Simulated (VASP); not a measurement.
Write the native input for VASP 6.6.1 that does the following.

| Quantity | Value |
| --- | --- |
| Task | relaxation of cell and atoms |
| Functional | r2SCAN |
| Potentials or basis | VASP PAW PBE potentials, release 64 (Tl_d) |
| Cutoff | 600 eV |
| k mesh | 12 × 12 × 6 |
| Occupations | fermi-dirac, width 0.1 eV |
| Spin | no spin polarisation |
| Dipole correction | no |
| Further INCAR settings | ALGO = Normal; EDIFF = 1e-06; IBRION = 2; EDIFFG = -0.002; NSW = 100; ISIF = 3 |

Crystal: Tl.

```
Tl
1.0
     3.45600    0.00000    0.00000
    -1.72800    2.99298    0.00000
     0.00000    0.00000    5.52500
Tl
2
Direct
  0.33333 0.66667 0.25000
  0.66667 0.33333 0.75000
```

These files were run (other wordings do the same):

POSCAR

```
Tl
1.0
    3.4560000000      0.0000000000      0.0000000000
   -1.7280000000      2.9929837955      0.0000000000
    0.0000000000      0.0000000000      5.5250000000
Tl
2
Direct
    0.3333333333      0.6666666667      0.2500000000
    0.6666666667      0.3333333333      0.7500000000
```

INCAR.step1

```
SYSTEM = Tl
PREC     = Accurate       ! precision mode
ENCUT    = 600            ! plane-wave cutoff, eV
ISMEAR   = -1             ! smearing method
SIGMA    = 0.1            ! smearing width, eV
LREAL    = .False.        ! projectors in reciprocal space
LASPH    = .True.         ! aspherical terms in the spheres
NELM     = 60             ! most SCF steps
GGA      = PE             ! functional
ALGO     = Normal         ! electronic algorithm
EDIFF    = 1E-4           ! SCF threshold, eV
LWAVE    = .True.         ! write WAVECAR
LCHARG   = .False.        ! write CHGCAR
```

INCAR.step2

```
SYSTEM = Tl
PREC     = Accurate       ! precision mode
ENCUT    = 600            ! plane-wave cutoff, eV
EDIFF    = 1E-6           ! SCF threshold, eV
ISMEAR   = -1             ! smearing method
SIGMA    = 0.1            ! smearing width, eV
LREAL    = .False.        ! projectors in reciprocal space
LASPH    = .True.         ! aspherical terms in the spheres
NELM     = 60             ! most SCF steps
ALGO     = Normal         ! electronic algorithm
ISIF     = 3              ! what is computed and relaxed
LWAVE    = .False.        ! write WAVECAR
LCHARG   = .False.        ! write CHGCAR
METAGGA  = R2SCAN         ! meta-GGA
LMIXTAU  = .True.       
IBRION   = 2              ! ionic algorithm
NSW      = 100            ! ionic steps
EDIFFG   = -0.002         ! ionic threshold
ISTART   = 1
```

KPOINTS

```
Automatic mesh
0
Gamma
  12 12 6
  0 0 0
```

Potentials or basis: VASP PAW PBE potentials, release 64 (Tl_d).

Launch:

```console
$ cat potpaw_PBE.64/Tl_d/POTCAR > POTCAR
$ cp INCAR.step1 INCAR
$ mpirun -np 1 vasp_std > vasp.out
$ cp INCAR.step2 INCAR
$ mpirun -np 1 vasp_std > vasp.out
```

It gave:

```yaml
Relaxed_volume: 30.19 Å³/atom
Relaxed_cell: a = 3.545 Å, b = 3.545 Å, c = 5.550 Å, α = 90.00°, β = 90.00°, γ = 120.00°
Space_group_after_relaxing_to_0.1_Å: P6_3/mmc (No. 194)
Energy_gained_by_relaxing: 10.3 meV/atom
Ionic_steps: 6
Pressure_after_relaxing: 0.0 GPa
Band_gap_on_the_k_mesh: zero (bands 13 and 14 overlap by 5.77 eV)
```

Caveat: the PAW data sets were made with another functional, which shifts forces and pressure a little; spin-orbit coupling is left out, which moves the levels of the heavy elements.

Wall time 19 min on 1 thread of Oxide Virtual Turin-like Processor, with other jobs on the host, peak memory 0.22 GiB.
